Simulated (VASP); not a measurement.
Input of a VASP 6.6.1 run:

INCAR

```
PREC = Accurate
ENCUT = 520
EDIFF = 1E-6
ISMEAR = 0
SIGMA = 0.1
LREAL = False
LASPH = True
NELM = 150
ALGO = Normal
ISIF = 2
LWAVE = False
LCHARG = False
ISPIN = 2
MAGMOM = 0.88 0
LORBIT = 11
LMAXMIX = 4
GGA = PE
NBANDS = 17
```

File KPOINTS:

```
regular mesh
0
Gamma
  24 24 16
```

Contents of POSCAR:

```
FeSi
1.0
    2.7359128850      0.0000000000      0.0000000000
   -1.3679564425      2.3693700609      0.0000000000
    0.0000000000      0.0000000000      3.5049815577
Fe Si
1 1
Direct
    0.6666666667      0.3333333333      0.5000000000
    0.0000000000      0.0000000000      0.0000000000
```

Potentials or basis: VASP PAW PBE potentials, release 64 (Fe, Si).

Launch:

```bash
$ cat potpaw_PBE.64/Fe/POTCAR potpaw_PBE.64/Si/POTCAR > POTCAR
$ mpirun -np 1 vasp_std > vasp.out
```

Q: Predict the net moment.

A: 0.00 μB per cell.

Q: Predict the pressure.

A: -1.7 GPa.

Q: Estimate the band gap on the k mesh.

A: Zero (filled and empty bands overlap).

Stress tensor (GPa, compression positive):
```
-2.00  0.00  0.00
 0.00 -2.00  0.00
 0.00  0.00 -1.21
```
